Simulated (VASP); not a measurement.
Input of a VASP 6.6.1 run:

File INCAR:

```
SYSTEM = Rh
PREC = Accurate ; ENCUT = 520
EDIFF = 1E-7 ; ISMEAR = 0
SIGMA = 0.15 ; LREAL = .FALSE.
LASPH = .TRUE. ; NELM = 60
ALGO = Fast ; ISIF = 2
LWAVE = .FALSE. ; LCHARG = .TRUE.
GGA = PE ; LELF = .TRUE.
LVHAR = .TRUE. ; NBANDS = 22
```

File KPOINTS:

```
regular mesh
0
G
  21 21 12
  0 0 0
```

The input POSCAR:

```
Rh
1.0
    2.6172811951      0.0000000000      0.0000000000
   -1.3086405976      2.2666320038      0.0000000000
    0.0000000000      0.0000000000      4.6106025533
Rh
2
Direct
    0.6666666667      0.3333333333      0.7500000000
    0.3333333333      0.6666666667      0.2500000000
```

Potentials or basis: VASP PAW PBE potentials, release 64 (Rh_pv).

The run is started by

```bash
$ cat potpaw_PBE.64/Rh_pv/POTCAR > POTCAR
$ mpirun -np 1 vasp_std > vasp.out
```

(1) What does it give for the band gap on the k mesh?

(2) Predict the pressure.

## Answers

(1) zero (bands 15 and 16 overlap by 2.64 eV).

(2) 10.5 GPa.

Caveat: the stress differs along the axes, from -7 to 19 GPa.
